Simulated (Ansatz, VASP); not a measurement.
## AlInSb2 in VASP and in Ansatz

```
Al In Sb
1.0
     4.37999    0.00000    0.00000
     0.00000    4.37999    0.00000
     0.00000    0.00000    6.43332
Al In Sb
1 1 2
Direct
  0.00000 0.00000 0.00000
  0.50000 0.50000 0.50000
  0.00000 0.50000 0.25391
  0.50000 0.00000 0.74609
```

Alike in both runs: task single point; functional LDA; k mesh 8 × 8 × 6; occupations gaussian, width 0.05 eV; no spin polarisation.

```csv
,VASP,Ansatz
version,VASP 6.6.1,Ansatz 0.2.0
potentials or method,"VASP PAW LDA potentials, release 64 (Al, In_d, Sb), cutoff 520 eV","scalar-relativistic, plane waves, PAW"
valence electrons in the cell,26,46
```

VASP gave:

* gap on the k mesh at the Fermi level (eV): 0.50
* least direct gap on the mesh (eV): 0.50
* pressure (GPa): 0.8
* traceless stress, the component that is largest in VASP (GPa): -1.08
* rms of the force components (eV/Å): 0.521

Task: Estimate Ansatz's values.

Result: gap on the k mesh at the Fermi level (eV): 0.45; least direct gap on the mesh (eV): 0.45; pressure (GPa): 0.6; traceless stress, the component that is largest in VASP (GPa): -1.08; rms of the force components (eV/Å): 0.522.

LDA's correlation is that of Perdew and Zunger in VASP and of Perdew and Wang (1992) in Ansatz. Atom by atom the forces differ by 0.001 eV/Å (rms over components). VASP's potentials hold 26 valence electrons a cell and Ansatz's 46, so a difference there can come from the potentials and not from the codes.

Spin-orbit coupling is off throughout.
